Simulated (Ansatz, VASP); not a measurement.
Two plane-wave programs on InP

The input INCAR:

```
SYSTEM = InP
PREC = Accurate ; ENCUT = 520
EDIFF = 1E-7 ; ISMEAR = 0
SIGMA = 0.15 ; LREAL = .FALSE.
LASPH = .TRUE. ; NELM = 100
ALGO = Normal ; ISIF = 2
LWAVE = .FALSE. ; LCHARG = .FALSE.
GGA = PE ; NBANDS = 16
```

KPOINTS

```
regular mesh
0
G
  16 16 16
  0 0 0
```

Contents of POSCAR:

```
InP
1.0
    0.0000000000      2.6159232338      3.4007002039
    2.6159232338      0.0000000000      3.4007002039
    2.6159232338      2.6159232338      0.0000000000
In P
1 1
Direct
    0.0000000000      0.0000000000      0.0000000000
    0.5000000000      0.5000000000      0.5000000000
```

Input for Ansatz:

```yaml
crystal:
  lattice:
    - [0.0, 2.6159232338, 3.4007002039]
    - [2.6159232338, 0.0, 3.4007002039]
    - [2.6159232338, 2.6159232338, 0.0]
  atoms:
    - { symbol: In, position: [0.0, 0.0, 0.0] }
    - { symbol: P, position: [0.5, 0.5, 0.5] }
basis:
  ecutwfc: 420
kpoints:
  mp_grid: { grid: [16, 16, 16] }
hamiltonian:
  xc: pbe
scf:
  occupations: { method: gaussian, width: 0.15 }
output:
  forces: true
  stress: true
  eigenvalues: true
```

Alike in both runs: task single point; functional PBE; k mesh 16 × 16 × 16; occupations gaussian, width 0.15 eV; no spin polarisation.

```csv
,VASP,Ansatz
version,VASP 6.6.1,Ansatz 0.2.0
potentials or method,"VASP PAW PBE potentials, release 64 (In_d, P), cutoff 520 eV","scalar-relativistic, plane waves, PAW"
valence electrons in the cell,18,18
```

```tsv
	VASP	Ansatz	Ansatz less VASP
gap on the k mesh at the Fermi level (eV)	none	none	-
pressure (GPa)	1.2	1.3	+0.06
traceless stress, the component that is largest in VASP (GPa)	-7.79	-7.83	-0.039
```

A gap of «none» marks a metal or a gap that the smearing closes.
